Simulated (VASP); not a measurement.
Wanted: the native input for a VASP 6.6.1 run.

```
Task                   : single point
Functional             : r2SCAN
Potentials or basis    : VASP PAW PBE potentials, release 64 (Se, Ca_sv)
Cutoff                 : 340 eV
k mesh                 : 7 × 7 × 7
Occupations            : gaussian, width 0.03 eV
Spin                   : non-collinear spin, zero start, spin-orbit coupling
Starting moments       : [[0.0, 0.0, 0.0], [0.0, 0.0, 0.0]] μB
Tolerance level        : standard
Purpose                : forces
Further INCAR settings : ALGO = Normal; EDIFF = 1e-06; NBANDS = 36
```

The structure of CaSe lies in POSCAR:

```
CaSe
1.0
    0.0000000000      2.9560000000      2.9264400000
    2.9560000000      0.0000000000      2.9264400000
    2.9560000000      2.9560000000      0.0000000000
Se Ca
1 1
Direct
    0.5000000000      0.5000000000      0.5000000000
    0.0067659000      0.0067659000     -0.0067659000
```

This cell differs from its parent crystal: last atom moved by 0.04 Å along z, cell strained by -1.0% along z.

The input as run:

INCAR

```
SYSTEM = CaSe
METAGGA = R2SCAN
LSORBIT = .TRUE.
MAGMOM = 0 0 0 0 0 0
LORBIT = 11
ISMEAR = 0
SIGMA = 0.03
LWAVE = .FALSE.
LCHARG = .FALSE.
ISIF = 2
PREC = Accurate
LASPH = .TRUE.
LREAL = .FALSE.
ALGO = Normal
EDIFF = 1E-6
NELM = 200
GGA_COMPAT = .FALSE.
ENCUT = 340
EFERMI = MIDGAP
LMIXTAU = .TRUE.
KPAR = 4
NBANDS = 36
```

KPOINTS

```
Automatic mesh
0
Gamma
  7 7 7
  0 0 0
```

Potentials or basis: VASP PAW PBE potentials, release 64 (Se, Ca_sv).

The run is started by

```sh
$ cat potpaw_PBE.64/Se/POTCAR potpaw_PBE.64/Ca_sv/POTCAR > POTCAR
$ mpirun -np 4 vasp_ncl > vasp.out
```

Results of the run:

* Pressure: 1.4 GPa
* Largest force: 0.157 eV/Å
* Net moment: 0.00 μB per cell
* Valence electrons inside the program's atomic spheres: Se 3.99; Ca 8.11

Caveat: the cell differs from its parent crystal (last atom moved by 0.04 Å along z, cell strained by -1.0% along z); the PAW data sets were made with another functional, which shifts forces and pressure a little.

It took 10 min on 4 MPI ranks on Intel(R) Xeon(R) Platinum 8259CL CPU @ 2.50GHz (Skylake/Cascade Lake), with other jobs on the host, peak memory 0.36 GiB a rank.
